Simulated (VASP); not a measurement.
# Ga2O3 (R-3c) in VASP: relaxation of cell and atoms with PBE

Aim: the relaxation of cell and atoms of Ga2O3 with PBE.

All numbers are computed with VASP 6.6.1; they aren't measurements. Logs are shortened: lines on timing, memory, paths and dates and some standing lists are left out, and cuts for length are marked.

## (1) The cell of the first run

It takes space group R-3c (No. 167, trigonal). Conventional cell: a = 5.057 Å, b = 5.057 Å, c = 13.625 Å, α = 90.00°, β = 90.00°, γ = 120.00°. Within 2.6 Å of Ga (site symmetry 3) lie 6 O at 1.95 to 2.10 Å. Within 2.9 Å of O (site symmetry 2) lie 4 Ga at 1.95 to 2.10 Å and 8 O at 2.66 to 2.88 Å.

## (2) Relaxation of cell and atoms, PBE

INCAR

```
SYSTEM = Ga2O3
PREC = Accurate ; ENCUT = 600
EDIFF = 1E-6 ; ISMEAR = 0
SIGMA = 0.02 ; LREAL = .FALSE.
LASPH = .TRUE. ; NELM = 100
ALGO = Normal ; ISIF = 3
LWAVE = .FALSE. ; LCHARG = .FALSE.
GGA = PE ; IBRION = 2
NSW = 100 ; EDIFFG = -0.01
```

KPOINTS

```
Automatic mesh
0
G
  6 6 6
  0 0 0
```

POSCAR

```
Ga2O3
1.0
    2.5286557284      1.4599200655      4.5416941020
   -2.5286557284      1.4599200655      4.5416941020
    0.0000000000     -2.9198401310      4.5416941020
Ga O
4 6
Direct
    0.3557656956      0.3557656956      0.3557656956
    0.1442343044      0.1442343044      0.1442343044
    0.6442343044      0.6442343044      0.6442343044
    0.8557656956      0.8557656956      0.8557656956
    0.5531629561      0.9468370439      0.2500000000
    0.2500000000      0.5531629561      0.9468370439
    0.9468370439      0.2500000000      0.5531629561
    0.4468370439      0.0531629561      0.7500000000
    0.7500000000      0.4468370439      0.0531629561
    0.0531629561      0.7500000000      0.4468370439
```

Potentials or basis: VASP PAW PBE potentials, release 64 (Ga_d, O).

Run with:

```sh
$ cat potpaw_PBE.64/Ga_d/POTCAR potpaw_PBE.64/O/POTCAR > POTCAR
$ mpirun -np 1 vasp_std > vasp.out
```

OUTCAR:

```text
SYSTEM = Ga2O3
   PREC = Accurate
   ENCUT = 600
   EDIFF = 1E-6
   ISMEAR = 0
   LREAL = .FALSE.
   LASPH = .TRUE.
   NELM = 100
   ISIF = 3
   GGA = PE
   IBRION = 2
   NSW = 100
   EDIFFG = -0.01

 ion  position               nearest neighbor table
   1  0.356  0.356  0.356-  10 1.95   8 1.95   9 1.95   5 2.10   7 2.10   6 2.10   2 2.88
   2  0.144  0.144  0.144-   9 1.95   8 1.95  10 1.95   5 2.10   7 2.10   6 2.10   1 2.88
   3  0.644  0.644  0.644-   7 1.95   5 1.95   6 1.95   8 2.10   9 2.10  10 2.10   4 2.88
   4  0.856  0.856  0.856-   6 1.95   5 1.95   7 1.95   8 2.10   9 2.10  10 2.10   3 2.88
   5  0.553  0.947  0.250-   3 1.95   4 1.95   1 2.10   2 2.10
   6  0.250  0.553  0.947-   4 1.95   3 1.95   1 2.10   2 2.10
   7  0.947  0.250  0.553-   3 1.95   4 1.95   1 2.10   2 2.10
   8  0.447  0.053  0.750-   1 1.95   2 1.95   3 2.10   4 2.10
   9  0.750  0.447  0.053-   2 1.95   1 1.95   3 2.10   4 2.10
  10  0.053  0.750  0.447-   1 1.95   2 1.95   3 2.10   4 2.10

  LATTYP: Found a trigonal (rhomboedric) cell.
 ALAT       =     5.3993010387
 COS(alpha) =     0.5613336499

  Lattice vectors:

 A1 = (   2.5286557284,   1.4599200655,   4.5416941020)
 A2 = (  -2.5286557284,   1.4599200655,   4.5416941020)
 A3 = (   0.0000000000,  -2.9198401310,   4.5416941020)

Analysis of symmetry for initial positions (statically):
=====================================================================
 Subroutine PRICEL returns:
 Original cell was already a primitive cell.

 Routine SETGRP: Setting up the symmetry group for a
 trigonal (rhombohedral) supercell.

 Subroutine GETGRP returns: Found 12 space group operations
 (whereof  6 operations were pure point group operations)
 out of a pool of 12 trial point group operations.

The static configuration has the point symmetry S_6 .
 The point group associated with its full space group is D_3d.

Analysis of symmetry for dynamics (positions and initial velocities):
=====================================================================
 Subroutine PRICEL returns:
 Original cell was already a primitive cell.

 Routine SETGRP: Setting up the symmetry group for a
 trigonal (rhombohedral) supercell.

 Subroutine GETGRP returns: Found 12 space group operations
 (whereof  6 operations were pure point group operations)
 out of a pool of 12 trial point group operations.

The dynamic configuration has the point symmetry S_6 .
 The point group associated with its full space group is D_3d.

 Subroutine INISYM returns: Found 12 space group operations
 (whereof  6 operations are pure point group operations),
 and found     1 'primitive' translations

----------------------------------------------------------------------------------------

                                     Primitive cell

  volume of cell :     100.5977

  direct lattice vectors                    reciprocal lattice vectors
     2.528655728  1.459920065  4.541694102     0.197733521  0.114161501  0.073394052
    -2.528655728  1.459920065  4.541694102    -0.197733521  0.114161501  0.073394052
     0.000000000 -2.919840131  4.541694102     0.000000000 -0.228323003  0.073394052

  length of vectors
     5.399301039  5.399301039  5.399301039     0.239829274  0.239829274  0.239829274

  position of ions in fractional coordinates (direct lattice)
     0.355765696  0.355765696  0.355765696
     0.144234304  0.144234304  0.144234304
     0.644234304  0.644234304  0.644234304
     0.855765696  0.855765696  0.855765696
     0.553162956  0.946837044  0.250000000
     0.250000000  0.553162956  0.946837044
     0.946837044  0.250000000  0.553162956
     0.446837044  0.053162956  0.750000000
     0.750000000  0.446837044  0.053162956
     0.053162956  0.750000000  0.446837044

  ion indices of the primitive-cell ions
   primitive index   ion index
                 1           1
                 2           2
                 3           3
                 4           4
                 5           5
                 6           6
                 7           7
                 8           8
                 9           9
                10          10

----------------------------------------------------------------------------------------

 KPOINTS: Automatic mesh

Automatic generation of k-mesh.
 Grid dimensions read from file:
 generate k-points for:    6    6    6

 Generating k-lattice:

  Cartesian coordinates                     Fractional coordinates (reciprocal lattice)
     0.032955587  0.019026917  0.012232342     0.166666667 -0.000000000  0.000000000
    -0.032955587  0.019026917  0.012232342    -0.000000000  0.166666667  0.000000000
     0.000000000 -0.038053834  0.012232342     0.000000000  0.000000000  0.166666667

  Length of vectors
     0.039971546  0.039971546  0.039971546

  Shift w.r.t. Gamma in fractional coordinates (k-lattice)
     0.000000000  0.000000000  0.000000000

 Subroutine IBZKPT returns following result:
 ===========================================

 Found     32 irreducible k-points:

 Following reciprocal coordinates:
            Coordinates               Weight
  0.000000  0.000000  0.000000      1.000000
  0.166667 -0.000000 -0.000000      6.000000
  0.333333 -0.000000 -0.000000      6.000000
  0.500000  0.000000  0.000000      3.000000
  0.166667  0.166667 -0.000000      6.000000
  0.333333  0.166667 -0.000000     12.000000
[... 16 lines left out ...]
  0.500000  0.500000  0.166667      6.000000
 -0.333333  0.500000  0.166667     12.000000
 [... further k-points ...]
   k-points           NKPTS =     32   k-points in BZ     NKDIM =     32   number of bands    NBANDS=     52
   number of dos      NEDOS =    301   number of ions     NIONS =     10
   total plane-waves  NPLWV = 110592
   dimension x,y,z NGX =    48 NGY =   48 NGZ =   48
   dimension x,y,z NGXF=    96 NGYF=   96 NGZF=   96
   ions per type =               4   6
   NGX,Y,Z   is equivalent  to a cutoff of  14.78, 14.78, 14.78 a.u.
   NGXF,Y,Z  is equivalent  to a cutoff of  29.56, 29.56, 29.56 a.u.
 SYSTEM =  Ga2O3
   PREC   = accura    normal or accurate (medium, high low for compatibility)
   ISTART =      0    job   : 0-new  1-cont  2-samecut
   ICHARG =      2    charge: 1-file 2-atom 10-const
   ISPIN  =      1    spin polarized calculation?
   LNONCOLLINEAR =      F non collinear calculations
   LSORBIT =      F    spin-orbit coupling
   LASPH  =      T    aspherical Exc in radial PAW
   ENCUT  =  600.0 eV  44.10 Ry    6.64 a.u.  10.78 10.78 10.78*2*pi/ulx,y,z
   NELM   =    100;   NELMIN=  2; NELMDL= -5     # of ELM steps
   EDIFF  = 0.1E-05   stopping-criterion for ELM
   LREAL  =      F    real-space projection
   EDIFFG = -.1E-01   stopping-criterion for IOM
   NSW    =    100    number of steps for IOM
   IBRION =      2    ionic relax: 0-MD 1-quasi-New 2-CG
   NFREE  =      1    steps in history (QN), initial steepest desc. (CG)
   ISIF   =      3    stress and relaxation
   ISYM   =      2    0-nonsym 1-usesym 2-fastsym
   POTIM  = 0.5000    time-step for ionic-motion
   TEBEG  =    0.0;   TEEND  =   0.0 temperature during run
   PSTRESS=    0.0 pullay stress
   NELECT =      88.0000    total number of electrons
   NUPDOWN=      -1.0000    fix difference up-down
   EMIN   =  10.00;   EMAX   =-10.00  energy-range for DOS
   EFERMI =   0.00;   METHOD = LEGACY
   ISMEAR =     0;   SIGMA  =   0.02  broadening in eV -4-tet -1-fermi 0-gaus
   EFERMI_NEDOS =   21; number of points for ismear=-14 and -15
   IALGO  =     38    algorithm
   IMIX   =      4    mixing-type and parameters
     AMIX     =   0.40;   BMIX     =  1.00
     AMIX_MAG =   1.60;   BMIX_MAG =  1.00
  volume/ion in A,a.u.               =      10.06        67.89
  Fermi-wavevector in a.u.,A,eV,Ry     =   1.565692  2.958729 33.353218  2.451392
  Thomas-Fermi vector in A             =   2.668131
   LORBIT       =      0    0 simple, 1 ext, 2 COOP (PROOUT), +10 PAW based schemes
   GGA     = PE    functional components
   LHFCALC =     F    Hartree Fock is set to
   AEXX    =    0.0000 exact exchange contribution
   IVDW    =     0    specifies the selected vdW correction
   LEPSILON=     F    determine dielectric tensor
   LRPA    =     F    only Hartree local field effects (RPA)
 conjugate gradient relaxation of ions
 non-spin polarized calculation
 Gauss-broadening in eV      SIGMA  =   0.02
  energy-cutoff  :      600.00
  volume of cell :      100.60
 maximum number of plane-waves:      3378
 NGX is ok and might be reduce to    48
   NGX = 21   NGY = 21   NGZ = 21

--------------------------------------- Ionic step        1  -------------------------------------------

 number of electron      88.0000001 magnetization

 Free energy of the ion-electron system (eV)
  ---------------------------------------------------
  ext. energy  EPLUGINS =         0.00000000
  ---------------------------------------------------
  free energy    TOTEN  =       -59.40823089 eV

  energy without entropy =      -59.40823089  energy(sigma->0) =      -59.40823089

------------------------ aborting loop because EDIFF is reached ----------------------------------------

  FORCE on cell =-STRESS in cart. coord.  units (eV):
  Direction    XX          YY          ZZ          XY          YZ          ZX
  --------------------------------------------------------------------------------------
  -------------------------------------------------------------------------------------
  Total        0.4553538      0.4553538      0.3784766      0.0000000      0.0000000      0.0000000
  in kB        7.2522315      7.2522315      6.0278401      0.0000000      0.0000000      0.0000000
  external PRESSURE =       6.8441010 kB  Pullay stress =       0.0000000 kB
[... 161 lines left out ...]
  energy  without entropy=      -59.4089586148  energy(sigma->0) =      -59.40895861

--------------------------------------- Ionic step        5  -------------------------------------------

 number of electron      88.0000002 magnetization

 Free energy of the ion-electron system (eV)
  ---------------------------------------------------
  ext. energy  EPLUGINS =         0.00000000
  ---------------------------------------------------
  free energy    TOTEN  =       -59.40897881 eV

  energy without entropy =      -59.40897881  energy(sigma->0) =      -59.40897881

 E-fermi :   4.1729     XC(G=0): -11.9465

 val. band max:        4.0748021661   @ k =  -0.1667   0.1667   0.0000
 cond. band min:       6.4387396321   @ k =   0.0000   0.0000   0.0000
 fundamental gap:      2.3639374661
 Fermi energy:         4.1728808168

 k-point     1 :       0.0000    0.0000    0.0000
  band No.  band energies     occupation
      1     -14.5870      2.00000
      2     -12.7384      2.00000
      3     -12.7384      2.00000
      4     -12.7142      2.00000
      5     -12.6964      2.00000
      6     -12.6964      2.00000
[... 1309 lines left out ...]
     51      13.7791      0.00000
     52      14.6022      0.00000

 [... further k-points ...]
[... 5 lines left out ...]
  --------------------------------------------------------------------------------------
  -------------------------------------------------------------------------------------
  Total        0.0910326      0.0910326      0.0611266      0.0000000      0.0000000      0.0000000
  in kB        1.4457808      1.4457808      0.9708131      0.0000000      0.0000000      0.0000000
  external PRESSURE =       1.2874583 kB  Pullay stress =       0.0000000 kB
[... 25 lines left out ...]
  FREE ENERGIE OF THE ION-ELECTRON SYSTEM (eV)
  ---------------------------------------------------
  free  energy   TOTEN  =       -59.4089788106 eV

  energy  without entropy=      -59.4089788106  energy(sigma->0) =      -59.40897881

 reached required accuracy - stopping structural energy minimisation
```

Run time: 8.2 min. Hardware: 1 thread of Intel Xeon 6975P-C (Granite Rapids), shared host; peak memory 0.42 GiB.

Results:

```
Free energy                           : -59.4090 eV
Relaxed volume                        : 10.09 Å³/atom
Relaxed cell                          : a = 5.404 Å, b = 5.404 Å, c = 5.404 Å, α = 55.86°, β = 55.86°, γ = 55.86°
Space group after relaxing (to 0.1 Å) : R-3c (No. 167)
Energy gained by relaxing             : 0.1 meV/atom
Ionic steps                           : 5
Pressure after relaxing               : 0.1 GPa
Largest force after relaxing          : 0.009 eV/Å
Band gap on the k mesh                : 2.36 eV (least direct gap 2.60 eV)
```

Forces in eV/Å, atoms in the order of the input:
```
Ga   0.000  0.000  0.009
Ga   0.000  0.000 -0.009
Ga   0.000  0.000 -0.009
Ga   0.000  0.000  0.009
O   -0.002  0.000  0.000
O    0.001 -0.002  0.000
O    0.001  0.002  0.000
O    0.002  0.000  0.000
O   -0.001  0.002  0.000
O   -0.001 -0.002  0.000
```

The path:
```
step  energy change (eV)  largest force (eV/Å)  pressure (GPa)  volume (Å³)
   1              0.0000                0.0212            0.68       100.60
   2             -0.0002                0.0112           -0.56       101.22
   3             -0.0007                0.0158           -0.01       100.93
   4             -0.0007                0.0145           -0.07       100.94
   5             -0.0007                0.0092            0.13       100.88
```

Final structure:
```xyz
10
Lattice="2.5312 1.4614 4.5452 -2.5312 1.4614 4.5452 0.0000 -2.9228 4.5452" Properties=species:S:1:pos:R:3 pbc="T T T"
Ga    0.0000    0.0000    4.8522
Ga    0.0000    0.0000    1.9655
Ga    0.0000    0.0000    8.7833
Ga    0.0000    0.0000   11.6700
O    -0.9966    1.4614    7.9541
O    -0.7673   -1.5938    7.9541
O     1.7639    0.1324    7.9541
O     0.9966   -1.4614    5.6815
O     0.7673    1.5938    5.6815
O    -1.7639   -0.1324    5.6815
```

A k mesh can miss the band edges.
